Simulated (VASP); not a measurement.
# Si (Pmma) in VASP: relaxation of cell and atoms with PBE

Aim: the relaxation of cell and atoms of Si with PBE.

Everything below comes from runs of VASP 6.6.1. Logs are shortened: lines on timing, memory, paths and dates and some standing lists are left out, and cuts for length are marked.

## Step 1: The cell of the first run

It takes space group Pmma (No. 51, orthorhombic). Conventional cell: a = 5.689 Å, b = 5.792 Å, c = 5.598 Å, α = 90.00°, β = 90.00°, γ = 90.00°. Within 3.1 Å of Si (site symmetry m) lie 4 Si at 2.35 to 2.38 Å. Within 3.1 Å of Si (site symmetry 2) lie 5 Si at 2.38 to 2.84 Å.

The cell was generated, and may not be a known phase.

## Step 2: Relaxation of cell and atoms, PBE

INCAR reads:

```
ALGO = Fast ; EDIFF = 1E-6
EDIFFG = -0.01 ; ENCUT = 600
GGA = PE ; IBRION = 2
ISIF = 3 ; ISMEAR = 0
LASPH = True ; LCHARG = False
LREAL = False ; LWAVE = False
NELM = 60 ; NSW = 100
PREC = Accurate ; SIGMA = 0.1
```

KPOINTS reads:

```
k-points
0
Gamma
  8 8 8
```

POSCAR reads:

```
Si
1.0
    5.6886268003      0.0000000000      0.0000000000
    0.0000000000      5.7924811475      0.0000000000
    0.0000000000      0.0000000000      5.5980811383
Si
8
Direct
    0.4561604316      0.0000000000      0.7048899038
    0.0438395684      0.0000000000      0.7048899038
    0.5438395684      0.0000000000      0.2951100962
    0.9561604316      0.0000000000      0.2951100962
    0.0000000000      0.2925103428      0.0000000000
    0.5000000000      0.7074896572      0.0000000000
    0.0000000000      0.7074896572      0.0000000000
    0.5000000000      0.2925103428      0.0000000000
```

Potentials or basis: VASP PAW PBE potentials, release 64 (Si).

Command:

```sh
$ cat potpaw_PBE.64/Si/POTCAR > POTCAR
$ mpirun -np 1 vasp_std > vasp.out
```

OUTCAR:

```text
EDIFF = 1E-6
   EDIFFG = -0.01
   ENCUT = 600
   GGA = PE
   IBRION = 2
   ISIF = 3
   ISMEAR = 0
   LASPH = True
   LREAL = False
   NELM = 60
   NSW = 100
   PREC = Accurate

 ion  position               nearest neighbor table
   1  0.456  0.000  0.705-   2 2.35   3 2.35   6 2.38   8 2.38
   2  0.044  0.000  0.705-   1 2.35   4 2.35   5 2.38   7 2.38
   3  0.544  0.000  0.295-   4 2.35   1 2.35   6 2.38   8 2.38
   4  0.956  0.000  0.295-   3 2.35   2 2.35   5 2.38   7 2.38
   5  0.000  0.293  0.000-   2 2.38   4 2.38   7 2.40   8 2.84   8 2.84
   6  0.500  0.707  0.000-   1 2.38   3 2.38   8 2.40   7 2.84   7 2.84
   7  0.000  0.707  0.000-   2 2.38   4 2.38   5 2.40   6 2.84   6 2.84
   8  0.500  0.293  0.000-   1 2.38   3 2.38   6 2.40   5 2.84   5 2.84

  LATTYP: Found a simple orthorhombic cell.
 ALAT       =     5.5980811383
 B/A-ratio  =     1.0161744104
 C/A-ratio  =     1.0347261864

  Lattice vectors:

 A1 = (   0.0000000000,   0.0000000000,   5.5980811383)
 A2 = (   5.6886268003,   0.0000000000,   0.0000000000)
 A3 = (   0.0000000000,   5.7924811475,   0.0000000000)

Analysis of symmetry for initial positions (statically):
=====================================================================
 Subroutine PRICEL returns:
 Original cell was already a primitive cell.

 Routine SETGRP: Setting up the symmetry group for a
 simple orthorhombic supercell.

 Subroutine GETGRP returns: Found  8 space group operations
 (whereof  4 operations were pure point group operations)
 out of a pool of  8 trial point group operations.

The static configuration has the point symmetry C_2h.
 The point group associated with its full space group is D_2h.

Analysis of symmetry for dynamics (positions and initial velocities):
=====================================================================
 Subroutine PRICEL returns:
 Original cell was already a primitive cell.

 Routine SETGRP: Setting up the symmetry group for a
 simple orthorhombic supercell.

 Subroutine GETGRP returns: Found  8 space group operations
 (whereof  4 operations were pure point group operations)
 out of a pool of  8 trial point group operations.

The dynamic configuration has the point symmetry C_2h.
 The point group associated with its full space group is D_2h.

 Subroutine INISYM returns: Found  8 space group operations
 (whereof  4 operations are pure point group operations),
 and found     1 'primitive' translations

----------------------------------------------------------------------------------------

                                     Primitive cell

  volume of cell :     184.4638

  direct lattice vectors                    reciprocal lattice vectors
     5.688626800  0.000000000  0.000000000     0.175789349  0.000000000  0.000000000
     0.000000000  5.792481148  0.000000000     0.000000000  0.172637593  0.000000000
     0.000000000  0.000000000  5.598081138     0.000000000  0.000000000  0.178632638

  length of vectors
     5.688626800  5.792481148  5.598081138     0.175789349  0.172637593  0.178632638

  position of ions in fractional coordinates (direct lattice)
     0.456160432  0.000000000  0.704889904
     0.043839568  0.000000000  0.704889904
     0.543839568  0.000000000  0.295110096
     0.956160432  0.000000000  0.295110096
     0.000000000  0.292510343  0.000000000
     0.500000000  0.707489657  0.000000000
     0.000000000  0.707489657  0.000000000
     0.500000000  0.292510343  0.000000000

  ion indices of the primitive-cell ions
   primitive index   ion index
                 1           1
                 2           2
                 3           3
                 4           4
                 5           5
                 6           6
                 7           7
                 8           8

----------------------------------------------------------------------------------------

 KPOINTS: k-points

Automatic generation of k-mesh.
 Grid dimensions read from file:
 generate k-points for:    8    8    8

 Generating k-lattice:

  Cartesian coordinates                     Fractional coordinates (reciprocal lattice)
     0.021973669  0.000000000  0.000000000     0.125000000  0.000000000  0.000000000
     0.000000000  0.021579699  0.000000000     0.000000000  0.125000000  0.000000000
     0.000000000  0.000000000  0.022329080     0.000000000  0.000000000  0.125000000

  Length of vectors
     0.021973669  0.021579699  0.022329080

  Shift w.r.t. Gamma in fractional coordinates (k-lattice)
     0.000000000  0.000000000  0.000000000

 Subroutine IBZKPT returns following result:
 ===========================================

 Found    125 irreducible k-points:

 Following reciprocal coordinates:
            Coordinates               Weight
  0.000000  0.000000  0.000000      1.000000
  0.125000  0.000000  0.000000      2.000000
  0.250000  0.000000  0.000000      2.000000
  0.375000  0.000000  0.000000      2.000000
  0.500000  0.000000  0.000000      1.000000
  0.000000  0.125000  0.000000      2.000000
[... 16 lines left out ...]
  0.250000  0.500000  0.000000      2.000000
  0.375000  0.500000  0.000000      2.000000
 [... further k-points ...]
   k-points           NKPTS =    125   k-points in BZ     NKDIM =    125   number of bands    NBANDS=     21
   number of dos      NEDOS =    301   number of ions     NIONS =      8
   total plane-waves  NPLWV = 110592
   dimension x,y,z NGX =    48 NGY =   48 NGZ =   48
   dimension x,y,z NGXF=    96 NGYF=   96 NGZF=   96
   ions per type =               8
   NGX,Y,Z   is equivalent  to a cutoff of  14.03, 13.78, 14.25 a.u.
   NGXF,Y,Z  is equivalent  to a cutoff of  28.06, 27.55, 28.51 a.u.
 SYSTEM =  unknown system
   PREC   = accura    normal or accurate (medium, high low for compatibility)
   ISTART =      0    job   : 0-new  1-cont  2-samecut
   ICHARG =      2    charge: 1-file 2-atom 10-const
   ISPIN  =      1    spin polarized calculation?
   LNONCOLLINEAR =      F non collinear calculations
   LSORBIT =      F    spin-orbit coupling
   LASPH  =      T    aspherical Exc in radial PAW
   ENCUT  =  600.0 eV  44.10 Ry    6.64 a.u.  11.36 11.57 11.18*2*pi/ulx,y,z
   NELM   =     60;   NELMIN=  2; NELMDL= -5     # of ELM steps
   EDIFF  = 0.1E-05   stopping-criterion for ELM
   LREAL  =      F    real-space projection
   EDIFFG = -.1E-01   stopping-criterion for IOM
   NSW    =    100    number of steps for IOM
   IBRION =      2    ionic relax: 0-MD 1-quasi-New 2-CG
   NFREE  =      1    steps in history (QN), initial steepest desc. (CG)
   ISIF   =      3    stress and relaxation
   ISYM   =      2    0-nonsym 1-usesym 2-fastsym
   POTIM  = 0.5000    time-step for ionic-motion
   TEBEG  =    0.0;   TEEND  =   0.0 temperature during run
   PSTRESS=    0.0 pullay stress
   NELECT =      32.0000    total number of electrons
   NUPDOWN=      -1.0000    fix difference up-down
   EMIN   =  10.00;   EMAX   =-10.00  energy-range for DOS
   EFERMI =   0.00;   METHOD = LEGACY
   ISMEAR =     0;   SIGMA  =   0.10  broadening in eV -4-tet -1-fermi 0-gaus
   EFERMI_NEDOS =   21; number of points for ismear=-14 and -15
   IALGO  =     68    algorithm
   IMIX   =      4    mixing-type and parameters
     AMIX     =   0.40;   BMIX     =  1.00
     AMIX_MAG =   1.60;   BMIX_MAG =  1.00
  volume/ion in A,a.u.               =      23.06       155.60
  Fermi-wavevector in a.u.,A,eV,Ry     =   0.913036  1.725387 11.342281  0.833634
  Thomas-Fermi vector in A             =   2.037501
   LORBIT       =      0    0 simple, 1 ext, 2 COOP (PROOUT), +10 PAW based schemes
   GGA     = PE    functional components
   LHFCALC =     F    Hartree Fock is set to
   AEXX    =    0.0000 exact exchange contribution
   IVDW    =     0    specifies the selected vdW correction
   LEPSILON=     F    determine dielectric tensor
   LRPA    =     F    only Hartree local field effects (RPA)
 conjugate gradient relaxation of ions
 non-spin polarized calculation
 RMM-DIIS sequential band-by-band and
 Gauss-broadening in eV      SIGMA  =   0.10
  energy-cutoff  :      600.00
  volume of cell :      184.46
 maximum number of plane-waves:      6190
 NGX is ok and might be reduce to    48
   NGX = 23   NGY = 23   NGZ = 23

--------------------------------------- Ionic step        1  -------------------------------------------

 number of electron      32.0000000 magnetization

 Free energy of the ion-electron system (eV)
  ---------------------------------------------------
  ext. energy  EPLUGINS =         0.00000000
  ---------------------------------------------------
  free energy    TOTEN  =       -39.65629754 eV

  energy without entropy =      -39.64173846  energy(sigma->0) =      -39.64901800

------------------------ aborting loop because EDIFF is reached ----------------------------------------

  FORCE on cell =-STRESS in cart. coord.  units (eV):
  Direction    XX          YY          ZZ          XY          YZ          ZX
  --------------------------------------------------------------------------------------
  -------------------------------------------------------------------------------------
  Total        0.0770238     -0.2330774     -0.1536658      0.0000000      0.0000000      0.0000000
  in kB        0.6689976     -2.0244146     -1.3346782      0.0000000      0.0000000      0.0000000
  external PRESSURE =      -0.8966984 kB  Pullay stress =       0.0000000 kB
[... 107 lines left out ...]
  FREE ENERGIE OF THE ION-ELECTRON SYSTEM (eV)
  ---------------------------------------------------
  free  energy   TOTEN  =       -39.6565606388 eV

  energy  without entropy=      -39.6418526318  energy(sigma->0) =      -39.64920664

[... ionic steps 4 to 20 ...]

--------------------------------------- Ionic step       21  -------------------------------------------

 number of electron      31.9999998 magnetization

------------------------ aborting loop because EDIFF is reached ----------------------------------------

  FORCE on cell =-STRESS in cart. coord.  units (eV):
  Direction    XX          YY          ZZ          XY          YZ          ZX
  --------------------------------------------------------------------------------------
  -------------------------------------------------------------------------------------
  Total       -0.0510150     -0.0500385     -0.0288200      0.0000000      0.0000000      0.0000000
  in kB       -0.4383598     -0.4299688     -0.2476433      0.0000000      0.0000000      0.0000000
  external PRESSURE =      -0.3719906 kB  Pullay stress =       0.0000000 kB
[... 69 lines left out ...]
  energy  without entropy=      -39.6487981671  energy(sigma->0) =      -39.65553752

--------------------------------------- Ionic step       23  -------------------------------------------

 number of electron      31.9999998 magnetization

 Free energy of the ion-electron system (eV)
  ---------------------------------------------------
  ext. energy  EPLUGINS =         0.00000000
  ---------------------------------------------------
  free energy    TOTEN  =       -39.66231826 eV

  energy without entropy =      -39.64891583  energy(sigma->0) =      -39.65561704

 E-fermi :   4.6684     XC(G=0):  -8.5647

 val. band max:        4.6566388951   @ k =   0.0000   0.2500   0.5000
 cond. band min:       4.6698243228   @ k =   0.3750   0.3750   0.3750
 fundamental gap:      0.0131854277
 Fermi energy:         4.6683517323

 k-point     1 :       0.0000    0.0000    0.0000
  band No.  band energies     occupation
      1      -7.5298      2.00000
      2      -4.7388      2.00000
      3      -3.7554      2.00000
      4      -3.6130      2.00000
      5      -2.9630      2.00000
      6      -0.9790      2.00000
[... 550 lines left out ...]
      5      -2.3273      2.00000
      6      -1.9662      2.00000
[... 13 lines left out ...]
     20       6.2138      0.00000
     21       6.2816      0.00000

 [... further k-points ...]
[... 5 lines left out ...]
  --------------------------------------------------------------------------------------
  -------------------------------------------------------------------------------------
  Total       -0.0186539     -0.0039907      0.0512129      0.0000000      0.0000000     -0.0000000
  in kB       -0.1603887     -0.0343130      0.4403362      0.0000000      0.0000000     -0.0000000
  external PRESSURE =       0.0818782 kB  Pullay stress =       0.0000000 kB
[... 23 lines left out ...]
  FREE ENERGIE OF THE ION-ELECTRON SYSTEM (eV)
  ---------------------------------------------------
  free  energy   TOTEN  =       -39.6623182594 eV

  energy  without entropy=      -39.6489158271  energy(sigma->0) =      -39.65561704

 reached required accuracy - stopping structural energy minimisation
```

Run time: 2.3 h. Hardware: 1 thread of Oxide Virtual Turin-like, shared host; peak memory 0.58 GiB.

What came out:

- Free energy: -39.6623 eV
- Relaxed volume: 23.29 Å³/atom
- Relaxed cell: a = 5.841 Å, b = 5.762 Å, c = 5.537 Å, α = 90.00°, β = 90.00°, γ = 90.00°
- Space group after relaxing (to 0.1 Å): Pmma (No. 51)
- Energy gained by relaxing: 0.8 meV/atom
- Ionic steps: 23
- Pressure after relaxing: 0.0 GPa
- Largest force after relaxing: 0.006 eV/Å
- Band gap on the k mesh: zero (bands 16 and 17 overlap by 1.31 eV)

Forces on the atoms (eV/Å):
```
Si   0.005  0.000 -0.002
Si  -0.005  0.000 -0.002
Si  -0.005  0.000  0.002
Si   0.005  0.000  0.002
Si   0.000  0.005  0.000
Si   0.000 -0.005  0.000
Si   0.000 -0.005  0.000
Si   0.000  0.005  0.000
```

The path:
```
step  energy change (eV)  largest force (eV/Å)  pressure (GPa)  volume (Å³)
   1              0.0000                0.0222           -0.09       184.46
   2             -0.0002                0.0283            0.08       184.12
   3             -0.0003                0.0230            0.04       184.19
   4             -0.0004                0.0230            0.04       184.25
   5             -0.0009                0.0267            0.03       184.42
   6             -0.0015                0.0387            0.01       184.77
   7             -0.0018                0.0637           -0.01       185.45
   8             -0.0019                0.0533            0.00       185.16
   9             -0.0021                0.0503            0.00       185.20
  10             -0.0024                0.0426            0.01       185.30
  11             -0.0030                0.0265            0.03       185.50
  12             -0.0035                0.0254            0.08       185.90
  13             -0.0042                0.0238            0.04       186.20
  14             -0.0045                0.0403           -0.05       187.03
  15             -0.0048                0.0308           -0.01       186.67
  16             -0.0048                0.0317           -0.02       186.71
  17             -0.0051                0.0232           -0.01       186.64
  18             -0.0057                0.0040            0.03       186.43
  19             -0.0053                0.0453            0.10       186.00
  20             -0.0058                0.0144            0.05       186.29
  21             -0.0060                0.0175           -0.04       186.46
  22             -0.0060                0.0158           -0.03       186.44
  23             -0.0060                0.0056            0.01       186.34
```

Final structure:
```
CELL_PARAMETERS angstrom
5.84148 0.00000 0.00000
0.00000 5.76164 0.00000
0.00000 0.00000 5.53652
ATOMIC_POSITIONS crystal
Si 0.44927 0.00000 0.70372
Si 0.05073 0.00000 0.70372
Si 0.55073 0.00000 0.29628
Si 0.94927 0.00000 0.29628
Si 0.00000 0.29290 0.00000
Si 0.50000 0.70710 0.00000
Si 0.00000 0.70710 0.00000
Si 0.50000 0.29290 0.00000
```
